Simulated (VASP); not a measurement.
Wanted: the native input for a VASP 6.6.1 run.

```
Task                   : single point
Functional             : PBEsol
Potentials or basis    : VASP PAW PBE potentials, release 64 (Hf_pv, O)
Cutoff                 : 520 eV
k mesh                 : 6 × 6 × 6
Occupations            : gaussian, width 0.01 eV
Spin                   : no spin polarisation
Dipole correction      : no
Further INCAR settings : ALGO = Normal; EDIFF = 1e-06; NBANDS = 56
```

The structure of HfO2 lies in POSCAR:

```
HfO2
1.0
    5.2194633600      0.0000000000      0.0000000000
    0.0000000000      5.0047636900      0.0000000000
    0.0000000000      0.0000000000      5.0326850500
Hf O
4 8
Direct
    0.0033012552      0.2517865749      0.2081903785
    0.4966987463      0.2517865749      0.7081903785
    0.5033012552      0.7482134221      0.2081903785
    0.9966987463      0.7482134221      0.7081903785
    0.3077125210      0.0573466082      0.3959126928
    0.1922874805      0.0573466082      0.8959126928
    0.7943214494      0.4458165718      0.5088969288
    0.7056785521      0.4458165718      1.0088969288
    0.2056785521      0.5541834342      1.0088969288
    0.2943214404      0.5541834342      0.5088969288
    0.8077125210      0.9426533888      0.3959126928
    0.6922874805      0.9426533888      0.8959126928
```

This cell differs from its parent crystal: atoms moved along the polar distortion.

These files were run (other wordings do the same):

INCAR

```
SYSTEM = HfO2
ALGO = Normal ; EDIFF = 1E-6
ENCUT = 520 ; GGA = PS
ISIF = 2 ; ISMEAR = 0
LASPH = .True. ; LCHARG = .True.
LELF = .True. ; LREAL = .False.
LVHAR = .True. ; LWAVE = .False.
NBANDS = 56 ; NELM = 60
PREC = Accurate ; SIGMA = 0.01
```

KPOINTS

```
k-points
0
Gamma
  6 6 6
  0 0 0
```

Potentials or basis: VASP PAW PBE potentials, release 64 (Hf_pv, O).

Command:

```sh
$ cat potpaw_PBE.64/Hf_pv/POTCAR potpaw_PBE.64/O/POTCAR > POTCAR
$ mpirun -np 1 vasp_std > vasp.out
```

It gave:

| Item | Value |
| --- | --- |
| Pressure | 3.5 GPa |
| Largest force | 0.331 eV/Å |
| Band gap on the k mesh | 3.90 eV (least direct gap 4.08 eV) |

Caveat: the cell differs from its parent crystal (atoms moved along the polar distortion); the stress differs along the axes, from -5 to 8 GPa; the PAW data sets were made with another functional, which shifts forces and pressure a little; spin-orbit coupling is left out, which moves the levels of the heavy elements.

Run time: 12 min on 1 thread of Intel Xeon 8259CL (shared host), peak memory 0.47 GiB.
